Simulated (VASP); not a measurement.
# KMgF3: single point with r2SCAN

KMgF3:

```xyz
5
Lattice="3.8576 0.0000 0.0000 0.0000 3.8576 0.0000 0.0000 0.0000 3.8576" Properties=species:S:1:pos:R:3 pbc="T T T"
K     1.9288    1.9288    1.9288
Mg    0.0000    0.0000    0.0000
F     1.9288    0.0000    0.0000
F     0.0000    1.9288    0.0000
F     0.0000    0.0000    1.9288
```

This cell differs from its parent crystal: volume scaled by 0.91.

| Property | Result |
| --- | --- |
| Program | VASP 6.6.1 |
| Task | single point |
| Functional | r2SCAN |
| Potentials or basis | VASP PAW PBE potentials, release 64 (K_sv, Mg, F) |
| Cutoff | 520 eV |
| k mesh | 6 × 6 × 6 |
| Occupations | gaussian, width 0.02 eV |
| Spin | no spin polarisation |

| Property | Result |
| --- | --- |
| Pressure | 8.5 GPa |
| Band gap on the k mesh | 9.07 eV, indirect (least direct gap 9.39 eV) |

Levels at points of the mesh, in eV from the valence-band top:
```tsv
k point	band 13	band 14	band 15	band 16	band 17	band 18	band 19	band 20
(0.00, 0.00, 0.00)	-0.74	-0.32	-0.32	-0.32	9.07	10.97	10.97	13.42
(0.50, 0.00, 0.00)	-0.98	-0.98	-0.59	-0.59	11.66	12.17	12.56	14.08
(0.50, 0.50, 0.00)	-1.22	-0.98	-0.98	-0.03	12.45	13.03	14.23	14.23
(0.50, 0.50, 0.50)	-1.21	0.00	0.00	0.00	11.77	11.77	11.77	15.45
```

Wall time 100 s on 1 thread of Intel Xeon 6975P-C (shared host), peak memory 0.19 GiB.

Caveat: the PAW data sets were made with another functional, which shifts forces and pressure a little. A k mesh can miss the band edges.
